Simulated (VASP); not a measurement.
NaZnCl3:

```
Na Zn Cl
1.0
     4.85803    0.00000    0.00000
     0.00000    4.85803    0.00000
     0.00000    0.00000    4.80945
Na Zn Cl
1 1 3
Direct
  0.00000 0.00000 0.00000
  0.50000 0.50000 0.50000
  0.50000 0.50000 0.00000
  0.50000 0.00000 0.50000
  0.00000 0.50000 0.50000
```

This cell differs from its parent crystal: uniaxial z strain -1.0%.

Base run:

| Item | Value |
| --- | --- |
| Program | VASP 6.6.1 |
| Functional | r2SCAN |
| Potentials or basis | VASP PAW PBE potentials, release 64 (Na_pv, Zn, Cl) |
| Cutoff | 520 eV |
| k mesh | 6 × 6 × 6 |
| Occupations | gaussian, width 0.01 eV |
| Spin | no spin polarisation |

Its results: band gap on the k mesh 2.34 eV (least direct gap 2.99 eV); pressure 0.5 GPa.

Task: The run is repeated on the same cell with these changes: functional from r2SCAN to PBE; occupations from gaussian, width 0.01 eV to fermi-dirac, width 0.02 eV. What comes out?

Result: Band gap on the k mesh 1.68 eV (least direct gap 2.31 eV); pressure 1.8 GPa.

Caveats: the PAW data sets were made with another functional, which shifts forces and pressure a little (at least some runs).

A k mesh can miss the band edges.
